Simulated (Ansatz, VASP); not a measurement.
# Two plane-wave programs on SnO

```
CELL_PARAMETERS angstrom
3.53239 0.00000 0.00000
0.00000 6.03844 0.00000
0.00000 0.00000 3.90708
ATOMIC_POSITIONS crystal
Sn 0.00000 0.23449 0.52734
Sn 0.50000 0.76551 0.02734
O 0.00000 0.88340 0.72266
O 0.50000 0.11660 0.22266
```

Change from the starting cell: engineering shear strain xy +0.0000, equal normal strain along x and y +0.0550.

Alike in both runs: task single point; functional PBE; dispersion D3(BJ); k mesh 8 × 6 × 8; occupations gaussian, width 0.05 eV; no spin polarisation.

|  | VASP | Ansatz |
| --- | --- | --- |
| version | VASP 6.6.1 | Ansatz 0.2.0 |
| potentials or method | VASP PAW PBE potentials, release 64 (Sn_d, O), cutoff 520 eV | scalar-relativistic, plane waves, PAW |
| valence electrons in the cell | 40 | 40 |

VASP gave:

```
gap on the k mesh at the Fermi level (eV)                     : 1.43
least direct gap on the mesh (eV)                             : 2.17
pressure (GPa)                                                : -7.6
traceless stress, the component that is largest in VASP (GPa) : 2.44
rms of the force components (eV/Å)                            : 0.572
```

Question: What did Ansatz give for the same quantities?

Answer: gap on the k mesh at the Fermi level (eV): 1.44; least direct gap on the mesh (eV): 2.18; pressure (GPa): -7.7; traceless stress, the component that is largest in VASP (GPa): 2.52; rms of the force components (eV/Å): 0.599.

Atom by atom the forces differ by 0.027 eV/Å (rms over components).
